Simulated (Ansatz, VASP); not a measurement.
# Two plane-wave programs on GaN

```
CELL_PARAMETERS angstrom
3.42555 0.00000 0.00000
-1.71278 2.96661 0.00000
0.00000 0.00000 4.45192
ATOMIC_POSITIONS crystal
Ga 0.33333 0.66667 0.00000
Ga 0.66667 0.33333 0.50000
N 0.33333 0.66667 0.37500
N 0.66667 0.33333 0.87500
```

Alike in both runs: task single point; functional r2SCAN; k mesh 12 × 12 × 6; occupations gaussian, width 0.05 eV; no spin polarisation.

```csv
,VASP,Ansatz
version,VASP 6.6.1,Ansatz 0.2.0
potentials or method,"VASP PAW PBE potentials, release 64 (Ga_d, N), cutoff 520 eV","scalar-relativistic, plane waves, PAW"
valence electrons in the cell,36,36
```

Ansatz gave:

```
gap on the k mesh at the Fermi level (eV)                     : 2.29
least direct gap on the mesh (eV)                             : 2.29
pressure (GPa)                                                : 18.7
traceless stress, the component that is largest in VASP (GPa) : 75.33
rms of the force components (eV/Å)                            : 3.529
```

What did VASP give for the same quantities?

gap on the k mesh at the Fermi level (eV): 2.28; least direct gap on the mesh (eV): 2.28; pressure (GPa): 19.7; traceless stress, the component that is largest in VASP (GPa): 75.73; rms of the force components (eV/Å): 3.565.

VASP's potentials were made for PBE, not for r2SCAN. Atom by atom the forces differ by 0.037 eV/Å (rms over components). The functional is the same, so the differences come from potentials, cutoffs and numerics.
